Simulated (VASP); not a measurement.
Input of a VASP 6.6.1 run:

File POSCAR:

```
SiC
1.0
    3.0788729897      0.0000000000      0.0000000000
   -1.5394364949      2.6663822241      0.0000000000
    0.0000000000      0.0000000000     20.1377405465
Si C
8 8
Direct
    0.3333333333      0.6666666667      0.2501063495
    0.6666666667      0.3333333333      0.7501063495
    0.3333333333      0.6666666667      0.6249944385
    0.6666666667      0.3333333333      0.1249944385
    0.0000000000      0.0000000000      0.0000963193
    0.0000000000      0.0000000000      0.5000963193
    0.3333333333      0.6666666667      0.8751875600
    0.6666666667      0.3333333333      0.3751875600
    0.3333333333      0.6666666667      0.9689192746
    0.6666666667      0.3333333333      0.4689192746
    0.0000000000      0.0000000000      0.0938567182
    0.0000000000      0.0000000000      0.5938567182
    0.3333333333      0.6666666667      0.3441259669
    0.6666666667      0.3333333333      0.8441259669
    0.3333333333      0.6666666667      0.7187133730
    0.6666666667      0.3333333333      0.2187133730
```

Contents of INCAR.step1:

```
SYSTEM = SiC
ALGO = Normal
EDIFF = 1E-4
ENCUT = 520
GGA = PE
ISMEAR = 0
LASPH = .True.
LCHARG = .False.
LREAL = Auto
LWAVE = .True.
NBANDS = 46
NELM = 60
PREC = Accurate
SIGMA = 0.02
```

The input INCAR.step2:

```
SYSTEM = SiC
ALGO = Normal
EDIFF = 1E-7
ENCUT = 520
ISIF = 2
ISMEAR = 0
ISTART = 1
LASPH = .True.
LCHARG = .False.
LMIXTAU = .True.
LREAL = Auto
LWAVE = .False.
METAGGA = R2SCAN
NBANDS = 46
NELM = 60
PREC = Accurate
SIGMA = 0.02
```

KPOINTS

```
k-points
0
Gamma
  12 12 2
  0 0 0
```

Potentials or basis: VASP PAW PBE potentials, release 64 (Si, C).

Launch:

```console
$ cat potpaw_PBE.64/Si/POTCAR potpaw_PBE.64/C/POTCAR > POTCAR
$ cp INCAR.step1 INCAR
$ mpirun -np 1 vasp_std > vasp.out
$ cp INCAR.step2 INCAR
$ mpirun -np 1 vasp_std > vasp.out
```

**Question.** Estimate the pressure.

**Answer.** -0.2 GPa.

**Question.** What does it give for the band gap on the k mesh?

**Answer.** 2.14 eV (least direct gap 3.29 eV).

Forces in eV/Å, atoms in the order of the input:
```
Si   0.000  0.000 -0.004
Si   0.000  0.000 -0.004
Si   0.000  0.000 -0.003
Si   0.000  0.000 -0.003
Si   0.000  0.000 -0.002
Si   0.000  0.000 -0.002
Si   0.000  0.000  0.002
Si   0.000  0.000  0.002
C    0.000  0.000 -0.002
C    0.000  0.000 -0.002
C    0.000  0.000  0.003
C    0.000  0.000  0.003
C    0.000  0.000 -0.010
C    0.000  0.000 -0.010
C    0.000  0.000  0.017
C    0.000  0.000  0.017
```

Caveat: the PAW data sets were made with another functional, which shifts forces and pressure a little. r2SCAN opens gaps a little over a GGA but as a rule still falls short of measured ones.
